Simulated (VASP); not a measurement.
Si, 4 atoms in the cell. Symmetry: P6_3/mmc, No. 194, hexagonal system. Conventional cell: a = 3.678 Å, b = 3.678 Å, c = 6.333 Å, α = 90.00°, β = 90.00°, γ = 120.00°. Within 3.0 Å of Si (site symmetry 3m) lie 4 Si at 2.27 to 2.37 Å. This isn't the form of Si at room conditions, which is diamond. This cell differs from its parent crystal: strain -0.040 along x and y, +0.000 along z.

| Property | Result |
| --- | --- |
| Program | VASP 6.6.1 |
| Task | single point |
| Functional | PBEsol |
| Potentials or basis | VASP PAW PBE potentials, release 64 (Si) |
| Cutoff | 520 eV |
| k mesh | 12 × 12 × 6 |
| Occupations | gaussian, width 0.03 eV |
| Spin | no spin polarisation |
| Dipole correction | no |
| Further INCAR settings | ALGO = Normal; EDIFF = 1e-06; NBANDS = 16 |

Potentials or basis: VASP PAW PBE potentials, release 64 (Si).

The run is started by

```console
$ cat potpaw_PBE.64/Si/POTCAR > POTCAR
$ mpirun -np 1 vasp_std > vasp.out
```

Hardware: 1 thread of Intel(R) Xeon(R) 6975P-C (Granite Rapids), on a shared host.

Estimate the wall time of this run.

Wall time 27 s on 1 thread of Intel(R) Xeon(R) 6975P-C (Granite Rapids) (shared host), peak memory 0.21 GiB. Counts: scf iterations 12, k points 76.
